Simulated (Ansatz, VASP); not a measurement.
## One calculation of Sn2Ge3, two programs

```
CELL_PARAMETERS angstrom
3.83379 0.00000 0.00000
-1.91690 3.32016 0.00000
0.00000 0.00000 9.25899
ATOMIC_POSITIONS crystal
Sn 0.33333 0.66667 0.37447
Sn 0.66667 0.33333 0.62553
Ge 0.00000 0.00000 0.00000
Ge 0.66667 0.33333 0.16526
Ge 0.33333 0.66667 0.83474
```

Alike in both runs: functional PBE; k mesh 12 × 12 × 6; occupations gaussian, width 0.1 eV; no spin polarisation.

Ansatz relaxed the structure, and its values are those at the end. VASP's run is a single point on that final structure, the one shown.

|  | VASP | Ansatz |
| --- | --- | --- |
| version | VASP 6.6.1 | Ansatz 0.2.0 |
| potentials or method | VASP PAW PBE potentials, release 64 (Sn_d, Ge_d), cutoff 520 eV | scalar-relativistic, plane waves, PAW |
| valence electrons in the cell | 70 | 70 |

```csv
,VASP,Ansatz,Ansatz less VASP
gap on the k mesh at the Fermi level (eV),none,none,-
pressure (GPa),0.0,0.0,+0.02
```

A gap of «none» marks a metal or a gap that the smearing closes.
